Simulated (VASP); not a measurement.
Input of a VASP 6.6.1 run:

Contents of INCAR:

```
SYSTEM = Ce
PREC = Accurate
ENCUT = 520
EDIFF = 1E-6
ISMEAR = 0
SIGMA = 0.2
LREAL = .False.
LASPH = .True.
NELM = 150
ALGO = Normal
ISIF = 2
LWAVE = .False.
LCHARG = .False.
ISPIN = 2
MAGMOM = 1
LORBIT = 11
LMAXMIX = 6
NBANDS = 16
```

KPOINTS

```
Automatic mesh
0
Gamma
  12 12 12
  0 0 0
```

The input POSCAR:

```
Ce
1.0
    0.0000000000      2.2611878689      2.2611878689
    2.2611878689      0.0000000000      2.2611878689
    2.2611878689      2.2611878689      0.0000000000
Ce
1
Direct
    0.0000000000      0.0000000000      0.0000000000
```

Potentials or basis: VASP PAW LDA potentials, release 64 (Ce).

Command:

```bash
$ cat potpaw_LDA.64/Ce/POTCAR > POTCAR
$ mpirun -np 1 vasp_std > vasp.out
```

What does it give for the net moment?

0.00 μB per cell.

What does it give for the band gap on the k mesh?

Zero (filled and empty bands overlap).

Predict the pressure.

-0.5 GPa.

Caveat: the magnetic or orbital state may not be the lowest; spin-orbit coupling is left out, which moves the levels of the heavy elements. The state reached can hang on the start; a lower one may exist.
